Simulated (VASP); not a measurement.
The system is Yb.

```
Yb
1.0
    -2.19368    2.19368    2.19368
     2.19368   -2.19368    2.19368
     2.19368    2.19368   -2.19368
Yb
1
Direct
  0.00000 0.00000 0.00000
```

Base run:

```yaml
Program: VASP 6.6.1
Functional: PBEsol
Potentials_or_basis: VASP PAW PBE potentials, release 64 (Yb)
Cutoff: 520 eV
k_mesh: 9 × 9 × 9
Occupations: fermi-dirac, width 0.05 eV
Spin: collinear spin, ferromagnetic start
Starting_moments: "[1.0] μB"
```

Its results: band gap on the k mesh zero (filled and empty bands overlap); pressure -4.0 GPa; net moment 0.00 μB per cell.

Task: The run is repeated on the same cell with these changes: functional from PBEsol to r2SCAN; further incar settings from ALGO = Fast; EDIFF = 1e-07; NBANDS = 22 to ALGO = Normal; EDIFF = 1e-06; NBANDS = 22. What comes out?

Result: Band gap on the k mesh zero (filled and empty bands overlap); pressure -4.9 GPa; net moment 0.00 μB per cell.

Caveats: the PAW data sets were made with another functional, which shifts forces and pressure a little; spin-orbit coupling is left out, which moves the levels of the heavy elements.
